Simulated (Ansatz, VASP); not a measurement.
**Lu in VASP and in Ansatz**

```
CELL_PARAMETERS angstrom
3.44321 0.00000 0.00000
-1.72161 2.98191 0.00000
0.00000 0.00000 5.35077
ATOMIC_POSITIONS crystal
Lu 0.33333 0.66667 0.75000
Lu 0.66667 0.33333 0.25000
```

Alike in both runs: functional PBEsol; k mesh 14 × 14 × 8; occupations gaussian, width 0.05 eV; no spin polarisation.

Ansatz relaxed the structure, and its values are those at the end. VASP's run is a single point on that final structure, the one shown.

```csv
,VASP,Ansatz
version,VASP 6.6.1,Ansatz 0.2.0
potentials or method,"VASP PAW PBE potentials, release 64 (Lu), cutoff 520 eV","scalar-relativistic, plane waves, PAW"
valence electrons in the cell,50,50
```

VASP gave:

```
pressure (GPa) : 0.1
```

Problem. Which values does Ansatz return?

Solution. Pressure (GPa): 0.0.

VASP's potentials were made for PBE, not for PBEsol. With one functional, cell and mesh, what is left measures potentials, basis and numerics.

Spin-orbit coupling is off throughout.
